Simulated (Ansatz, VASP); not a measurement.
**Two plane-wave programs on AlSiO2**

The input INCAR:

```
ALGO = Normal
EDIFF = 1E-7
EDIFFG = -0.04
ENCUT = 910
GGA = PE
GGA_COMPAT = False
IBRION = 2
ISIF = 3
ISMEAR = 0
LASPH = True
LCHARG = False
LREAL = False
LWAVE = False
NELM = 120
NELMIN = 4
NSW = 90
PREC = Accurate
SIGMA = 0.1
```

Contents of KPOINTS:

```
k-points
0
Gamma
  6 6 4
```

POSCAR

```
AlSiO2
1.0
    2.6123874500      0.0000000000      0.0000000000
   -1.3061937200      2.2623938900      0.0000000000
    0.0000000000      0.0000000000      4.3065784200
Al Si O
1 1 2
Direct
    0.0000000000      0.0000000000      0.5000000000
    0.0000000000      0.0000000000      0.0000000000
    0.6666666700      0.3333333300      0.2057296800
    0.3333333300      0.6666666700      0.7942703200
```

Input for Ansatz:

```yaml
crystal:
  lattice:
    - [2.61238745, 0.0, 0.0]
    - [-1.30619372, 2.26239389, 0.0]
    - [0.0, 0.0, 4.30657842]
  atoms:
    - { symbol: Al, position: [0.0, 0.0, 0.5] }
    - { symbol: Si, position: [0.0, 0.0, 0.0] }
    - { symbol: O, position: [0.66666667, 0.33333333, 0.20572968] }
    - { symbol: O, position: [0.33333333, 0.66666667, 0.79427032] }
basis:
  ecutwfc: 420
kpoints:
  mp_grid: { grid: [6, 6, 4] }
hamiltonian:
  xc: pbe
scf:
  occupations: { method: gaussian, width: 0.1 }
  lower_state_search: "off"
output:
  forces: true
  stress: true
  eigenvalues: true
relax:
  adjacent_minimum: "off"
  f_tol: 0.04
  max_steps: 70
  cell: { stress_tol: 0.4 }
```

Alike in both runs: task relaxation of cell and atoms; functional PBE; k mesh 6 × 6 × 4; occupations gaussian, width 0.1 eV; no spin polarisation.

|  | VASP | Ansatz |
| --- | --- | --- |
| version | VASP 6.6.1 | Ansatz 0.2.0 |
| potentials or method | VASP PAW PBE potentials, release 64 (Al, Si, O_h), cutoff 910 eV | scalar-relativistic, plane waves, PAW |
| valence electrons in the cell | 19 | 19 |

Ansatz gave:

```
gap on the k mesh at the Fermi level, each at its own relaxed structure (eV) : none
relaxed volume (Å³/atom)                                                     : 16.80
relaxed cell length with the largest relative difference (Å)                 : 10.800
```

Question: Which values does VASP return?

Answer: gap on the k mesh at the Fermi level, each at its own relaxed structure (eV): none; relaxed volume (Å³/atom): 10.09; relaxed cell length with the largest relative difference (Å): 6.027.

A gap of «none» marks a metal or a gap that the smearing closes. One of these differences is far larger than is usual between the two programs; its cause wasn't traced.

The k mesh is coarse, so the values compare programs but aren't converged. Noted on VASP's run: the cutoff is short for stress, so the pressure is rough; the volume moved by over 15 % at a fixed basis, so the end points are rough.
